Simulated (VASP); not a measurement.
Input of a VASP 6.6.1 run:

File INCAR:

```
SYSTEM = Cr
PREC = Accurate ; ENCUT = 520
EDIFF = 1E-7 ; ISMEAR = 0
SIGMA = 0.1 ; LREAL = .False.
LASPH = .True. ; NELM = 80
ALGO = Normal ; ISIF = 2
LWAVE = .False. ; LCHARG = .True.
GGA = PS ; LELF = .True.
LVHAR = .True. ; NBANDS = 19
```

The input KPOINTS:

```
Automatic mesh
0
Gamma
  14 14 14
  0 0 0
```

The input POSCAR:

```
Cr
1.0
    2.9831460502      0.0000000000      0.0000000000
    0.0000000000      2.9831460502      0.0000000000
    0.0000000000      0.0000000000      2.7270322517
Cr
2
Direct
    0.0000000000      0.0000000000      0.0000000000
    0.5000000000      0.5000000000      0.5000000000
```

Potentials or basis: VASP PAW PBE potentials, release 64 (Cr_pv).

The run is started by

```sh
$ cat potpaw_PBE.64/Cr_pv/POTCAR > POTCAR
$ mpirun -np 1 vasp_std > vasp.out
```

Q: Predict the band gap on the k mesh.

A: Zero (band 12 reaches 11.14 eV, above the bottom of band 13 at 9.48 eV).

Q: What does it give for the pressure?

A: -19.1 GPa.

Stress tensor (GPa, compression positive):
```
-28.38   0.00   0.00
  0.00 -28.38   0.00
  0.00   0.00  -0.60
```

Caveat: the cell differs from its parent crystal (biaxial strain in the a-b plane: +6.0 %, then relaxed in part); the PAW data sets were made with another functional, which shifts forces and pressure a little; the run has no spin polarisation, though such a crystal can be magnetic. Spin polarisation is off, so any magnetic state and its effect on volume and gap are missing.
